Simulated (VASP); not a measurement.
# Zr (I4/mmm) in VASP: further runs, part 2 of 2

VASP 6.6.1. The steps go on from the part before.

**4. Single point, LDA (strain +0.1500 x Voigt [0, 1, 0, 0, 0, 0])**

File INCAR:

```
SYSTEM = Zr
ALGO     = Fast           ! electronic algorithm
EDIFF    = 1E-6           ! SCF threshold, eV
ENCUT    = 520            ! plane-wave cutoff, eV
ISIF     = 2              ! what is computed and relaxed
ISMEAR   = 0              ! smearing method
LASPH    = .TRUE.         ! aspherical terms in the spheres
LCHARG   = .FALSE.        ! write CHGCAR
LREAL    = .FALSE.        ! projectors in reciprocal space
LWAVE    = .FALSE.        ! write WAVECAR
NBANDS   = 12             ! bands
NELM     = 100            ! most SCF steps
PREC     = Accurate       ! precision mode
SIGMA    = 0.15           ! smearing width, eV
```

File KPOINTS:

```
k-points
0
G
  18 18 18
  0 0 0
```

File POSCAR:

```
Zr
1.0
    0.0000000000      2.5932500000      2.2550000000
    2.2550000000      0.0000000000      2.2550000000
    2.2550000000      2.5932500000      0.0000000000
Zr
1
Direct
    0.0000000000      0.0000000000      0.0000000000
```

Potentials or basis: VASP PAW LDA potentials, release 64 (Zr_sv).

Command:

```bash
> cat potpaw_LDA.64/Zr_sv/POTCAR > POTCAR
> mpirun -np 1 vasp_std > vasp.out
```

OUTCAR:

```text
SYSTEM = Zr
   EDIFF = 1E-6
   ENCUT = 520
   ISIF = 2
   ISMEAR = 0
   LASPH = .TRUE.
   LREAL = .FALSE.
   NELM = 100
   PREC = Accurate

 ion  position               nearest neighbor table
   1  0.000  0.000  0.000-

  LATTYP: Found a body centered tetragonal cell.
 ALAT       =     3.1890515832
 C/A-ratio  =     1.6263455967

  Lattice vectors:

 A1 = (   0.0000000000,  -2.5932500000,   2.2550000000)
 A2 = (   0.0000000000,  -2.5932500000,  -2.2550000000)
 A3 = (   2.2550000000,   2.5932500000,   0.0000000000)

Analysis of symmetry for initial positions (statically):
=====================================================================
 Subroutine PRICEL returns:
 Original cell was already a primitive cell.

 Routine SETGRP: Setting up the symmetry group for a
 body centered tetragonal supercell.

 Subroutine GETGRP returns: Found 16 space group operations
 (whereof 16 operations were pure point group operations)
 out of a pool of 16 trial point group operations.

The static configuration has the point symmetry D_4h.

Analysis of symmetry for dynamics (positions and initial velocities):
=====================================================================
 Subroutine PRICEL returns:
 Original cell was already a primitive cell.

 Routine SETGRP: Setting up the symmetry group for a
 body centered tetragonal supercell.

 Subroutine GETGRP returns: Found 16 space group operations
 (whereof 16 operations were pure point group operations)
 out of a pool of 16 trial point group operations.

The dynamic configuration has the point symmetry D_4h.

 Subroutine INISYM returns: Found 16 space group operations
 (whereof 16 operations are pure point group operations),
 and found     1 'primitive' translations

----------------------------------------------------------------------------------------

                                     Primitive cell

  volume of cell :      26.3735

  direct lattice vectors                    reciprocal lattice vectors
     0.000000000  2.593250000  2.255000000    -0.221729490  0.192808252  0.221729490
     2.255000000  0.000000000  2.255000000     0.221729490 -0.192808252  0.221729490
     2.255000000  2.593250000  0.000000000     0.221729490  0.192808252 -0.221729490

  length of vectors
     3.436563773  3.189051583  3.436563773     0.368107261  0.368107261  0.368107261

  position of ions in fractional coordinates (direct lattice)
     0.000000000  0.000000000  0.000000000

  ion indices of the primitive-cell ions
   primitive index   ion index
                 1           1

----------------------------------------------------------------------------------------

 KPOINTS: k-points

Automatic generation of k-mesh.
 Grid dimensions read from file:
 generate k-points for:   18   18   18

 Generating k-lattice:

  Cartesian coordinates                     Fractional coordinates (reciprocal lattice)
    -0.012318305  0.010711570  0.012318305     0.055555556  0.000000000  0.000000000
     0.012318305 -0.010711570  0.012318305    -0.000000000  0.055555556 -0.000000000
     0.012318305  0.010711570 -0.012318305     0.000000000  0.000000000  0.055555556

  Length of vectors
     0.020450403  0.020450403  0.020450403

  Shift w.r.t. Gamma in fractional coordinates (k-lattice)
     0.000000000  0.000000000  0.000000000

 Subroutine IBZKPT returns following result:
 ===========================================

 Found    480 irreducible k-points:

 Following reciprocal coordinates:
            Coordinates               Weight
  0.000000  0.000000  0.000000      1.000000
  0.055556  0.000000 -0.000000      8.000000
  0.111111  0.000000 -0.000000      8.000000
  0.166667  0.000000 -0.000000      8.000000
  0.222222  0.000000  0.000000      8.000000
  0.277778  0.000000  0.000000      8.000000
[... 16 lines left out ...]
 -0.277778  0.055556 -0.000000     16.000000
 -0.222222  0.055556  0.000000     16.000000
 [... further k-points ...]
   k-points           NKPTS =    480   k-points in BZ     NKDIM =    480   number of bands    NBANDS=     12
   number of dos      NEDOS =    301   number of ions     NIONS =      1
   total plane-waves  NPLWV =  18816
   dimension x,y,z NGX =    28 NGY =   24 NGZ =   28
   dimension x,y,z NGXF=    56 NGYF=   48 NGZF=   56
   ions per type =               1
   NGX,Y,Z   is equivalent  to a cutoff of  13.55, 12.51, 13.55 a.u.
   NGXF,Y,Z  is equivalent  to a cutoff of  27.09, 25.02, 27.09 a.u.
 SYSTEM =  Zr
   PREC   = accura    normal or accurate (medium, high low for compatibility)
   ISTART =      0    job   : 0-new  1-cont  2-samecut
   ICHARG =      2    charge: 1-file 2-atom 10-const
   ISPIN  =      1    spin polarized calculation?
   LNONCOLLINEAR =      F non collinear calculations
   LSORBIT =      F    spin-orbit coupling
   LASPH  =      T    aspherical Exc in radial PAW
   ENCUT  =  520.0 eV  38.22 Ry    6.18 a.u.   6.39  5.93  6.39*2*pi/ulx,y,z
   NELM   =    100;   NELMIN=  2; NELMDL= -5     # of ELM steps
   EDIFF  = 0.1E-05   stopping-criterion for ELM
   LREAL  =      F    real-space projection
   EDIFFG = 0.1E-04   stopping-criterion for IOM
   NSW    =      0    number of steps for IOM
   IBRION =     -1    ionic relax: 0-MD 1-quasi-New 2-CG
   NFREE  =      0    steps in history (QN), initial steepest desc. (CG)
   ISIF   =      2    stress and relaxation
   ISYM   =      2    0-nonsym 1-usesym 2-fastsym
   POTIM  = 0.5000    time-step for ionic-motion
   TEBEG  =    0.0;   TEEND  =   0.0 temperature during run
   PSTRESS=    0.0 pullay stress
   NELECT =      12.0000    total number of electrons
   NUPDOWN=      -1.0000    fix difference up-down
   EMIN   =  10.00;   EMAX   =-10.00  energy-range for DOS
   EFERMI =   0.00;   METHOD = LEGACY
   ISMEAR =     0;   SIGMA  =   0.15  broadening in eV -4-tet -1-fermi 0-gaus
   EFERMI_NEDOS =   21; number of points for ismear=-14 and -15
   IALGO  =     68    algorithm
   IMIX   =      4    mixing-type and parameters
     AMIX     =   0.40;   BMIX     =  1.00
     AMIX_MAG =   1.60;   BMIX_MAG =  1.00
  volume/ion in A,a.u.               =      26.37       177.98
  Fermi-wavevector in a.u.,A,eV,Ry     =   1.259156  2.379459 21.571669  1.585473
  Thomas-Fermi vector in A             =   2.392730
   LORBIT       =      0    0 simple, 1 ext, 2 COOP (PROOUT), +10 PAW based schemes
   GGA     = CA    functional components
   LHFCALC =     F    Hartree Fock is set to
   AEXX    =    0.0000 exact exchange contribution
   IVDW    =     0    specifies the selected vdW correction
   LEPSILON=     F    determine dielectric tensor
   LRPA    =     F    only Hartree local field effects (RPA)
 non-spin polarized calculation
 RMM-DIIS sequential band-by-band and
 Gauss-broadening in eV      SIGMA  =   0.15
  energy-cutoff  :      520.00
  volume of cell :       26.37
 maximum number of plane-waves:       729
 NGX is ok and might be reduce to    28
   NGX = 13   NGY = 11   NGZ = 13

 number of electron      12.0000000 magnetization

 Free energy of the ion-electron system (eV)
  ---------------------------------------------------
  ext. energy  EPLUGINS =         0.00000000
  ---------------------------------------------------
  free energy    TOTEN  =        -8.99640411 eV

  energy without entropy =       -8.97149459  energy(sigma->0) =       -8.98394935

 E-fermi :   7.2946     XC(G=0): -10.7378

 val. band max:        7.2941793148   @ k =   0.3333  -0.3333   0.1667
 cond. band min:       7.3002863584   @ k =   0.4444  -0.2778   0.2222
 fundamental gap:      0.0061070436
 Fermi energy:         7.2945914065

 k-point     1 :       0.0000    0.0000    0.0000
  band No.  band energies     occupation
      1     -41.3356      2.00000
      2     -19.1555      2.00000
      3     -19.1059      2.00000
      4     -19.1059      2.00000
      5       2.0927      2.00000
      6       7.4285      0.20681
      7       8.8008      0.00000
      8       8.8008      0.00000
      9       9.2323      0.00000
     10      11.0934      0.00000
     11      17.8939      0.00000
     12      19.6288      0.00000
[... 331 lines left out ...]
 k-point    24 :      -0.2222    0.0556    0.0000
  band No.  band energies     occupation
      1     -41.2935      2.00000
      2     -19.4312      2.00000
      3     -19.2113      2.00000
      4     -19.1362      2.00000
      5       3.5556      2.00000
      6       7.3730      0.45994
      7       7.9918      0.00000
      8       9.1542      0.00000
      9       9.7768      0.00000
     10      10.7634      0.00000
     11      18.3329      0.00000
     12      19.8976      0.00000

 [... further k-points ...]
[... 5 lines left out ...]
  --------------------------------------------------------------------------------------
  -------------------------------------------------------------------------------------
  Total       -2.2158812     -2.7875081     -2.2158812     -0.0000000     -0.0000000      0.0000000
  in kB     -134.6137987   -169.3398823   -134.6137987     -0.0000000     -0.0000000      0.0000000
  external PRESSURE =    -146.1891599 kB  Pullay stress =       0.0000000 kB

 VOLUME and BASIS-vectors are now :
 -----------------------------------------------------------------------------
  energy-cutoff  :      520.00
  volume of cell :       26.37
      direct lattice vectors                 reciprocal lattice vectors
     0.000000000  2.593250000  2.255000000    -0.221729490  0.192808252  0.221729490
     2.255000000  0.000000000  2.255000000     0.221729490 -0.192808252  0.221729490
     2.255000000  2.593250000  0.000000000     0.221729490  0.192808252 -0.221729490

 POSITION                                       TOTAL-FORCE (eV/Angst)
 -----------------------------------------------------------------------------------
      0.00000      0.00000      0.00000         0.000000     -0.000000      0.000000
 -----------------------------------------------------------------------------------
    total drift:                               -0.000000     -0.000000     -0.000000

  FREE ENERGIE OF THE ION-ELECTRON SYSTEM (eV)
  ---------------------------------------------------
  free  energy   TOTEN  =        -8.9964041129 eV

  energy  without entropy=       -8.9714945920  energy(sigma->0) =       -8.98394935
```

It took 2.6 min on 1 thread of Intel Xeon Platinum 8488C (Sapphire Rapids), shared host; peak memory 0.24 GiB.

Results:

* Free energy: -8.9964 eV
* Pressure: -14.6 GPa
* Band gap on the k mesh: zero (band 6 reaches 7.84 eV, above the bottom of band 7 at 6.77 eV)

Caveat: the cell differs from its parent crystal (strain +0.1500 x Voigt [0, 1, 0, 0, 0, 0]).

**5. Overview**

```tsv
cell	further INCAR settings	gap on the mesh (eV)	pressure (GPa)
a = 3.373, b = 3.189 Å, angles 61.8, 56.4, 61.8°, 1 atom	ALGO = Fast; EDIFF = 1e-06; NBANDS = 12	none	-12.9
a = 3.405, b = 3.189 Å, angles 62.1, 55.9, 62.1°, 1 atom	ALGO = Fast; EDIFF = 1e-07; NBANDS = 12	none	-13.8
a = 3.437, b = 3.189 Å, angles 62.4, 55.3, 62.4°, 1 atom	ALGO = Fast; EDIFF = 1e-06; NBANDS = 12	none	-14.6
```

Alike in all rows: task single point; level LDA; potentials or basis VASP PAW LDA potentials, release 64 (Zr_sv); no spin polarisation; k mesh 18 × 18 × 18; cutoff (eV) 520; smearing gaussian 0.15 eV.

Total energies depend on the potentials used, so only differences within one code and one set of settings carry meaning.
